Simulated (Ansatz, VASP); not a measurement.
**Rh in VASP and in Ansatz**

File INCAR:

```
SYSTEM = Rh
PREC = Accurate ; ENCUT = 520
EDIFF = 1E-6 ; ISMEAR = -1
SIGMA = 0.05 ; LREAL = .FALSE.
LASPH = .TRUE. ; NELM = 80
ALGO = Normal ; ISIF = 2
LWAVE = .FALSE. ; LCHARG = .TRUE.
GGA = PE ; LELF = .TRUE.
LVHAR = .TRUE. ; NBANDS = 22
```

The input KPOINTS:

```
regular mesh
0
G
  11 11 6
  0 0 0
```

The input POSCAR:

```
Rh
1.0
    2.7490655232      0.0000000000      0.0000000000
   -1.3745327616      2.3807605798      0.0000000000
    0.0000000000      0.0000000000      4.4578175964
Rh
2
Direct
    0.3333333333      0.6666666667      0.2500000000
    0.6666666667      0.3333333333      0.7500000000
```

File input.yaml:

```yaml
crystal:
  lattice:
    - [2.7490655232, 0.0, 0.0]
    - [-1.3745327616, 2.3807605798, 0.0]
    - [0.0, 0.0, 4.4578175964]
  atoms:
    - { symbol: Rh, position: [0.3333333333, 0.6666666667, 0.25] }
    - { symbol: Rh, position: [0.6666666667, 0.3333333333, 0.75] }
hamiltonian:
  xc: pbe
  pseudopotentials: { kind: paw }
kpoints:
  mp_grid: { grid: [11, 11, 6] }
scf:
  occupations: { method: fermi_dirac, width: 0.05 }
output:
  forces: true
  stress: true
  eigenvalues: true
```

Alike in both runs: task single point; functional PBE; k mesh 11 × 11 × 6; occupations fermi-dirac, width 0.05 eV; no spin polarisation.

|  | VASP | Ansatz |
| --- | --- | --- |
| version | VASP 6.6.1 | Ansatz 0.2.0 |
| potentials or method | VASP PAW PBE potentials, release 64 (Rh_pv) | Ansatz PAW |
| plane-wave cutoff (eV) | 520 | 420 |
| valence electrons in the cell | 30 | 34 |

|  | VASP | Ansatz | Ansatz less VASP |
| --- | --- | --- | --- |
| gap on the k mesh at the Fermi level (eV) | none | none | - |
| pressure (GPa) | -7.9 | -7.9 | -0.03 |
| traceless stress, the component that is largest in VASP (GPa) | -0.88 | -0.89 | -0.014 |

A gap of «none» marks a metal or a gap that the smearing closes. VASP's potentials hold 30 valence electrons a cell and Ansatz's 34, so a difference there can come from the potentials and not from the codes.
